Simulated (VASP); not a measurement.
# CoSi2 (Fm-3m) in VASP: notebook

The runs below take CoSi2 through single point, relaxation of cell and atoms, with PBE.

Everything below comes from runs of VASP 6.6.1. Logs are shortened: lines on timing, memory, paths and dates and some standing lists are left out, and cuts for length are marked.

## (1) The cell of the first run

It takes space group Fm-3m (No. 225, cubic). Conventional cell: a = 5.360 Å, b = 5.360 Å, c = 5.360 Å, α = 90.00°, β = 90.00°, γ = 90.00°. Co (site symmetry m-3m) has 8 Si at 2.32 Å within 3.1 Å. Si (site symmetry -43m) has 4 Co at 2.32 Å and 6 Si at 2.68 Å within 3.1 Å.

## (2) Single point, PBE

Input file INCAR:

```
ALGO = Normal
EDIFF = 1E-7
ENCUT = 520
GGA = PE
ISIF = 2
ISMEAR = 1
LASPH = T
LCHARG = F
LREAL = F
LWAVE = F
NBANDS = 46
NELM = 60
PREC = Accurate
SIGMA = 0.1
```

Input file KPOINTS:

```
k-points
0
Gamma
  3 3 3
```

Input file POSCAR:

```
CoSi2
1.0
    5.3602887435      0.0000000000      0.0000000000
    0.0000000000      5.3602887435      0.0000000000
    0.0000000000      0.0000000000      5.3602887435
Co Si
4 8
Direct
    0.0000000000      0.0000000000      0.0000000000
    0.0000000000      0.5000000000      0.5000000000
    0.5000000000      0.0000000000      0.5000000000
    0.5000000000      0.5000000000      0.0000000000
    0.2500000000      0.2500000000      0.7500000000
    0.2500000000      0.7500000000      0.2500000000
    0.7500000000      0.2500000000      0.2500000000
    0.7500000000      0.7500000000      0.7500000000
    0.2500000000      0.2500000000      0.2500000000
    0.2500000000      0.7500000000      0.7500000000
    0.7500000000      0.2500000000      0.7500000000
    0.7500000000      0.7500000000      0.2500000000
```

Potentials or basis: VASP PAW PBE potentials, release 64 (Co, Si).

Run with:

```sh
$ cat potpaw_PBE.64/Co/POTCAR potpaw_PBE.64/Si/POTCAR > POTCAR
$ mpirun -np 1 vasp_std > vasp.out
```

OUTCAR:

```text
EDIFF = 1E-7
   ENCUT = 520
   GGA = PE
   ISIF = 2
   ISMEAR = 1
   LASPH = T
   LREAL = F
   NELM = 60
   PREC = Accurate

 ion  position               nearest neighbor table
   1  0.000  0.000  0.000-   5 2.32   6 2.32   7 2.32   8 2.32   9 2.32  10 2.32  11 2.32  12 2.32

   2  0.000  0.500  0.500-   5 2.32   6 2.32   7 2.32   8 2.32   9 2.32  10 2.32  11 2.32  12 2.32

   3  0.500  0.000  0.500-   5 2.32   6 2.32   7 2.32   8 2.32   9 2.32  10 2.32  11 2.32  12 2.32

   4  0.500  0.500  0.000-   5 2.32   6 2.32   7 2.32   8 2.32   9 2.32  10 2.32  11 2.32  12 2.32

   5  0.250  0.250  0.750-   1 2.32   2 2.32   3 2.32   4 2.32   9 2.68  10 2.68  11 2.68   9 2.68
                            10 2.68  11 2.68
   6  0.250  0.750  0.250-   1 2.32   2 2.32   3 2.32   4 2.32   9 2.68  10 2.68  12 2.68  10 2.68
                             9 2.68  12 2.68
   7  0.750  0.250  0.250-   1 2.32   2 2.32   3 2.32   4 2.32   9 2.68  11 2.68  12 2.68  11 2.68
                            12 2.68   9 2.68
   8  0.750  0.750  0.750-   1 2.32   2 2.32   3 2.32   4 2.32  10 2.68  11 2.68  12 2.68  12 2.68
                            11 2.68  10 2.68
   9  0.250  0.250  0.250-   1 2.32   2 2.32   3 2.32   4 2.32   5 2.68   6 2.68   7 2.68   5 2.68
                             6 2.68   7 2.68
  10  0.250  0.750  0.750-   1 2.32   2 2.32   3 2.32   4 2.32   5 2.68   6 2.68   8 2.68   6 2.68
                             5 2.68   8 2.68
  11  0.750  0.250  0.750-   1 2.32   2 2.32   3 2.32   4 2.32   5 2.68   7 2.68   8 2.68   7 2.68
                             8 2.68   5 2.68
  12  0.750  0.750  0.250-   1 2.32   2 2.32   3 2.32   4 2.32   6 2.68   7 2.68   8 2.68   8 2.68
                             7 2.68   6 2.68

  LATTYP: Found a simple cubic cell.
 ALAT       =     5.3602887435

  Lattice vectors:

 A1 = (   5.3602887435,   0.0000000000,   0.0000000000)
 A2 = (   0.0000000000,   5.3602887435,   0.0000000000)
 A3 = (   0.0000000000,   0.0000000000,   5.3602887435)

Analysis of symmetry for initial positions (statically):
=====================================================================
 Subroutine PRICEL returns following result:

  LATTYP: Found a face centered cubic cell.
 ALAT       =     5.3602887435

  Lattice vectors:

 A1 = (   2.6801443717,  -2.6801443717,   0.0000000000)
 A2 = (   2.6801443717,   0.0000000000,   2.6801443717)
 A3 = (   0.0000000000,  -2.6801443717,   2.6801443717)

   4 primitive cells build up your supercell.

 Routine SETGRP: Setting up the symmetry group for a
 simple cubic supercell.

 Subroutine GETGRP returns: Found 48 space group operations
 (whereof 48 operations were pure point group operations)
 out of a pool of 48 trial point group operations.

The static configuration has the point symmetry O_h .

Analysis of symmetry for dynamics (positions and initial velocities):
=====================================================================
 Subroutine PRICEL returns following result:

  LATTYP: Found a face centered cubic cell.
 ALAT       =     5.3602887435

  Lattice vectors:

 A1 = (   2.6801443717,  -2.6801443717,   0.0000000000)
 A2 = (   2.6801443717,   0.0000000000,   2.6801443717)
 A3 = (   0.0000000000,  -2.6801443717,   2.6801443717)

   4 primitive cells build up your supercell.

 Routine SETGRP: Setting up the symmetry group for a
 simple cubic supercell.

 Subroutine GETGRP returns: Found 48 space group operations
 (whereof 48 operations were pure point group operations)
 out of a pool of 48 trial point group operations.

The dynamic configuration has the point symmetry O_h .

 Subroutine INISYM returns: Found 48 space group operations
 (whereof 48 operations are pure point group operations),
 and found     4 'primitive' translations

----------------------------------------------------------------------------------------

                                     Primitive cell

  volume of cell :      38.5039

  direct lattice vectors                    reciprocal lattice vectors
     2.680144372 -2.680144372  0.000000000     0.186557114 -0.186557114 -0.186557114
     2.680144372  0.000000000  2.680144372     0.186557114  0.186557114  0.186557114
     0.000000000 -2.680144372  2.680144372    -0.186557114 -0.186557114  0.186557114

  length of vectors
     3.790296520  3.790296520  3.790296520     0.323126401  0.323126401  0.323126401

  position of ions in fractional coordinates (direct lattice)
     0.000000000  0.000000000  0.000000000
     0.250000000  0.250000000  0.250000000
     0.750000000  0.750000000  0.750000000

  ion indices of the primitive-cell ions
   primitive index   ion index
                 1           1
                 2           5
                 3           9

----------------------------------------------------------------------------------------

 KPOINTS: k-points

Automatic generation of k-mesh.
 Grid dimensions read from file:
 generate k-points for:    3    3    3

 Generating k-lattice:

  Cartesian coordinates                     Fractional coordinates (reciprocal lattice)
     0.062185705  0.000000000  0.000000000     0.333333333  0.000000000  0.000000000
     0.000000000  0.062185705  0.000000000     0.000000000  0.333333333  0.000000000
     0.000000000  0.000000000  0.062185705     0.000000000  0.000000000  0.333333333

  Length of vectors
     0.062185705  0.062185705  0.062185705

  Shift w.r.t. Gamma in fractional coordinates (k-lattice)
     0.000000000  0.000000000  0.000000000

 Subroutine IBZKPT returns following result:
 ===========================================

 Found      4 irreducible k-points:

 Following reciprocal coordinates:
            Coordinates               Weight
  0.000000  0.000000  0.000000      1.000000
  0.333333  0.000000  0.000000      6.000000
  0.333333  0.333333  0.000000     12.000000
  0.333333  0.333333  0.333333      8.000000
   k-points           NKPTS =      4   k-points in BZ     NKDIM =      4   number of bands    NBANDS=     46
   number of dos      NEDOS =    301   number of ions     NIONS =     12
   total plane-waves  NPLWV =  64000
   dimension x,y,z NGX =    40 NGY =   40 NGZ =   40
   dimension x,y,z NGXF=    80 NGYF=   80 NGZF=   80
   ions per type =               4   8
   NGX,Y,Z   is equivalent  to a cutoff of  12.41, 12.41, 12.41 a.u.
   NGXF,Y,Z  is equivalent  to a cutoff of  24.81, 24.81, 24.81 a.u.
 SYSTEM =  unknown system
   PREC   = accura    normal or accurate (medium, high low for compatibility)
   ISTART =      0    job   : 0-new  1-cont  2-samecut
   ICHARG =      2    charge: 1-file 2-atom 10-const
   ISPIN  =      1    spin polarized calculation?
   LNONCOLLINEAR =      F non collinear calculations
   LSORBIT =      F    spin-orbit coupling
   LASPH  =      T    aspherical Exc in radial PAW
   ENCUT  =  520.0 eV  38.22 Ry    6.18 a.u.   9.97  9.97  9.97*2*pi/ulx,y,z
   NELM   =     60;   NELMIN=  2; NELMDL= -5     # of ELM steps
   EDIFF  = 0.1E-06   stopping-criterion for ELM
   LREAL  =      F    real-space projection
   EDIFFG = 0.1E-05   stopping-criterion for IOM
   NSW    =      0    number of steps for IOM
   IBRION =     -1    ionic relax: 0-MD 1-quasi-New 2-CG
   NFREE  =      0    steps in history (QN), initial steepest desc. (CG)
   ISIF   =      2    stress and relaxation
   ISYM   =      2    0-nonsym 1-usesym 2-fastsym
   POTIM  = 0.5000    time-step for ionic-motion
   TEBEG  =    0.0;   TEEND  =   0.0 temperature during run
   PSTRESS=    0.0 pullay stress
   NELECT =      68.0000    total number of electrons
   NUPDOWN=      -1.0000    fix difference up-down
   EMIN   =  10.00;   EMAX   =-10.00  energy-range for DOS
   EFERMI =   0.00;   METHOD = LEGACY
   ISMEAR =     1;   SIGMA  =   0.10  broadening in eV -4-tet -1-fermi 0-gaus
   EFERMI_NEDOS =   21; number of points for ismear=-14 and -15
   IALGO  =     38    algorithm
   IMIX   =      4    mixing-type and parameters
     AMIX     =   0.40;   BMIX     =  1.00
     AMIX_MAG =   1.60;   BMIX_MAG =  1.00
  volume/ion in A,a.u.               =      12.83        86.61
  Fermi-wavevector in a.u.,A,eV,Ry     =   1.246588  2.355710 21.143205  1.553982
  Thomas-Fermi vector in A             =   2.380759
   LORBIT       =      0    0 simple, 1 ext, 2 COOP (PROOUT), +10 PAW based schemes
   GGA     = PE    functional components
   LHFCALC =     F    Hartree Fock is set to
   AEXX    =    0.0000 exact exchange contribution
   IVDW    =     0    specifies the selected vdW correction
   LEPSILON=     F    determine dielectric tensor
   LRPA    =     F    only Hartree local field effects (RPA)
 non-spin polarized calculation
 Methfessel and Paxton  Order N= 1 SIGMA  =   0.10
  energy-cutoff  :      520.00
  volume of cell :      154.02
 maximum number of plane-waves:      4160
 NGX is ok and might be reduce to    40

 number of electron      67.9999981 magnetization

 Free energy of the ion-electron system (eV)
  ---------------------------------------------------
  ext. energy  EPLUGINS =         0.00000000
  ---------------------------------------------------
  free energy    TOTEN  =       -77.36902432 eV

  energy without entropy =      -77.35821767  energy(sigma->0) =      -77.36542210

 E-fermi :   9.8775     XC(G=0): -11.7350

 val. band max:        9.8594059709   @ k =   0.3333   0.3333   0.0000
 cond. band min:      10.5284161424   @ k =   0.3333   0.3333   0.3333
 fundamental gap:      0.6690101714
 Fermi energy:         9.8774825392

 k-point     1 :       0.0000    0.0000    0.0000
  band No.  band energies     occupation
      1      -3.0481      2.00000
      2       1.0111      2.00000
      3       1.0111      2.00000
      4       1.0111      2.00000
      5       2.8874      2.00000
      6       2.8874      2.00000
[... 38 lines left out ...]
     45      13.5132      0.00000
     46      13.5132      0.00000
[... 106 lines left out ...]
      6       1.6199      2.00000
[... 38 lines left out ...]
     45      14.4089      0.00000
     46      14.4157      0.00000

------------------------ aborting loop because EDIFF is reached ----------------------------------------

  FORCE on cell =-STRESS in cart. coord.  units (eV):
  Direction    XX          YY          ZZ          XY          YZ          ZX
  --------------------------------------------------------------------------------------
  -------------------------------------------------------------------------------------
  Total       -0.1315489     -0.1315489     -0.1315489      0.0000000      0.0000000      0.0000000
  in kB       -1.3684637     -1.3684637     -1.3684637      0.0000000      0.0000000      0.0000000
  external PRESSURE =      -1.3684637 kB  Pullay stress =       0.0000000 kB

 VOLUME and BASIS-vectors are now :
 -----------------------------------------------------------------------------
  energy-cutoff  :      520.00
  volume of cell :      154.02
      direct lattice vectors                 reciprocal lattice vectors
     5.360288743  0.000000000  0.000000000     0.186557114  0.000000000  0.000000000
     0.000000000  5.360288743  0.000000000     0.000000000  0.186557114  0.000000000
     0.000000000  0.000000000  5.360288743     0.000000000  0.000000000  0.186557114

 POSITION                                       TOTAL-FORCE (eV/Angst)
 -----------------------------------------------------------------------------------
      0.00000      0.00000      0.00000         0.000000      0.000000      0.000000
      0.00000      2.68014      2.68014         0.000000      0.000000      0.000000
      2.68014      0.00000      2.68014         0.000000      0.000000      0.000000
      2.68014      2.68014      0.00000        -0.000000      0.000000      0.000000
      1.34007      1.34007      4.02022         0.000000     -0.000000     -0.000000
      1.34007      4.02022      1.34007        -0.000000     -0.000000     -0.000000
      4.02022      1.34007      1.34007        -0.000000     -0.000000     -0.000000
      4.02022      4.02022      4.02022         0.000000     -0.000000     -0.000000
      1.34007      1.34007      1.34007        -0.000000     -0.000000     -0.000000
      1.34007      4.02022      4.02022        -0.000000     -0.000000     -0.000000
      4.02022      1.34007      4.02022        -0.000000     -0.000000     -0.000000
      4.02022      4.02022      1.34007        -0.000000     -0.000000     -0.000000
 -----------------------------------------------------------------------------------
    total drift:                               -0.000000     -0.000000     -0.000000

  FREE ENERGIE OF THE ION-ELECTRON SYSTEM (eV)
  ---------------------------------------------------
  free  energy   TOTEN  =       -77.3690243243 eV

  energy  without entropy=      -77.3582176658  energy(sigma->0) =      -77.36542210
```

Wall time 29 s (1 thread of AMD EPYC 9R45 (Zen 5), shared host); peak memory 0.2 GiB.

Results:

| Item | Value |
| --- | --- |
| Free energy | -77.3690 eV |
| Pressure | -0.1 GPa |
| Band gap on the k mesh | zero (bands 34 and 35 overlap by 0.96 eV) |

Levels at points of the mesh, in eV from the Fermi level:
```csv
k point,band 31,band 32,band 33,band 34,band 35,band 36
"(0.00, 0.00, 0.00)",-1.09,-1.09,-1.09,0.91,1.78,1.78
```

Caveat: the k points lie up to 0.39 Å⁻¹ apart, too coarse for converged energies and pressures of a metal; the run has no spin polarisation, though such a crystal can be magnetic.

## (3) Single point, PBE

This run uses another cell than the first one: it holds 3 atoms, not 12.

Input file INCAR:

```
SYSTEM = CoSi2
ALGO = Normal
EDIFF = 1E-6
ENCUT = 520
GGA = PE
ISIF = 2
ISMEAR = 1
LASPH = .True.
LCHARG = .False.
LREAL = .False.
LWAVE = .False.
NBANDS = 16
NELM = 100
PREC = Accurate
SIGMA = 0.1
```

Input file KPOINTS:

```
k-points
0
Gamma
  13 13 13
  0 0 0
```

Input file POSCAR:

```
CoSi2
1.0
    0.0000000000      2.6801443717      2.6801443717
    2.6801443717      0.0000000000      2.6801443717
    2.6801443717      2.6801443717      0.0000000000
Co Si
1 2
Direct
    0.0000000000      0.0000000000      0.0000000000
    0.7500000000      0.7500000000      0.7500000000
    0.2500000000      0.2500000000      0.2500000000
```

Potentials or basis: VASP PAW PBE potentials, release 64 (Co, Si).

Run with:

```sh
$ cat potpaw_PBE.64/Co/POTCAR potpaw_PBE.64/Si/POTCAR > POTCAR
$ mpirun -np 1 vasp_std > vasp.out
```

Run time: 34 s. Hardware: 1 thread of AMD EPYC 9R45 (Zen 5), shared host; peak memory 0.15 GiB.

Results (log left out):

```
Free energy            : -19.2910 eV
Pressure               : -0.3 GPa
Band gap on the k mesh : zero (an odd number of electrons rules out a gap without spin polarisation)
```

Levels at points of the mesh, in eV from the Fermi level:
```
           k point  band 6  band 7  band 8  band 9  band 10  band 11  band 12  band 13
(0.00, 0.00, 0.00)   -1.87    0.75    3.42    3.42     3.42     3.47     3.47     3.47
```

Caveat: the run has no spin polarisation, though such a crystal can be magnetic.

## (4) Relaxation of cell and atoms, PBE

This run uses another cell than the first one: it holds 3 atoms, not 12.

Input file INCAR:

```
PREC = Accurate
ENCUT = 600
EDIFF = 1E-6
ISMEAR = 1
SIGMA = 0.1
LREAL = F
LASPH = T
NELM = 60
ALGO = Normal
ISIF = 3
LWAVE = F
LCHARG = F
GGA = PE
IBRION = 2
NSW = 80
EDIFFG = -0.005
```

Input file KPOINTS:

```
regular mesh
0
Gamma
  13 13 13
```

Input file POSCAR:

```
CoSi2
1.0
    0.0000000000      2.6564198000      2.6564198000
    2.6564198000      0.0000000000      2.6564198000
    2.6564198000      2.6564198000      0.0000000000
Co Si
1 2
Direct
    0.0000000000      0.0000000000      0.0000000000
    0.7500000000      0.7500000000      0.7500000000
    0.2500000000      0.2500000000      0.2500000000
```

Run with:

```sh
$ cat potpaw_PBE.64/Co/POTCAR potpaw_PBE.64/Si/POTCAR > POTCAR
$ mpirun -np 1 vasp_std > vasp.out
```

Run time: 1.9 min. Hardware: 1 thread of AMD EPYC 9R45 (Zen 5), shared host; peak memory 0.18 GiB.

Results (log left out):

```yaml
Free_energy: -19.2907 eV
Relaxed_volume: 12.82 Å³/atom
Relaxed_cell: a = 3.789 Å, b = 3.789 Å, c = 3.789 Å, α = 60.00°, β = 60.00°, γ = 60.00°
Space_group_after_relaxing_to_0.1_Å: Fm-3m (No. 225)
Energy_gained_by_relaxing: 4.7 meV/atom
Ionic_steps: 7
Pressure_after_relaxing: 0.1 GPa
Band_gap_on_the_k_mesh: zero (an odd number of electrons rules out a gap without spin polarisation)
```

The path:
```tsv
step	energy change (eV)	largest force (eV/Å)	pressure (GPa)	volume (Å³)
1	0.0000	0.0000	4.85	37.49
2	0.0032	0.0000	-4.80	39.58
3	-0.0141	0.0000	0.21	38.46
4	-0.0141	0.0000	-0.17	38.50
5	-0.0141	0.0000	-0.15	38.48
6	-0.0141	0.0000	0.16	38.42
7	-0.0141	0.0000	0.05	38.45
```

Final structure:
```cif
data_structure
_symmetry_space_group_name_H-M 'P 1'
_symmetry_Int_Tables_number 1
_cell_length_a 3.7886
_cell_length_b 3.7886
_cell_length_c 3.7886
_cell_angle_alpha 60.000
_cell_angle_beta 60.000
_cell_angle_gamma 60.000
_cell_volume 38.45
loop_
_atom_site_label
_atom_site_type_symbol
_atom_site_fract_x
_atom_site_fract_y
_atom_site_fract_z
_atom_site_occupancy
Co1 Co 0.00000 0.00000 0.00000 1
Si1 Si 0.75000 0.75000 0.75000 1
Si2 Si 0.25000 0.25000 0.25000 1
```

Levels at points of the mesh, in eV from the Fermi level:
| k point | band 6 | band 7 | band 8 | band 9 | band 10 | band 11 | band 12 |
| --- | --- | --- | --- | --- | --- | --- | --- |
| (0.00, 0.00, 0.00) | -1.88 | 0.77 | 3.43 | 3.43 | 3.43 | 3.47 | 3.47 |

Caveat: the run has no spin polarisation, though such a crystal can be magnetic.

## (5) Summary

```csv
task,cell,k mesh,cutoff (eV),gap on the mesh (eV),pressure (GPa)
single point,"a = 5.360 Å, 12 atoms, atomic positions A",3 × 3 × 3,520,none,-0.1
single point,"a = 3.790 Å, angles 60.0°, 3 atoms, atomic positions B",13 × 13 × 13,520,none,-0.3
relaxation of cell and atoms,"relaxed from a = 3.757 Å, angles 60.0°, 3 atoms, atomic positions B",13 × 13 × 13,600,none,0.1
```

Alike in all rows: level PBE; potentials or basis VASP PAW PBE potentials, release 64 (Co, Si); no spin polarisation; smearing methfessel-paxton 0.1 eV.

Caveats: some runs use coarse meshes; the run has no spin polarisation, though such a crystal can be magnetic.

Total energies depend on the potentials used, so only differences within one code and one set of settings carry meaning.
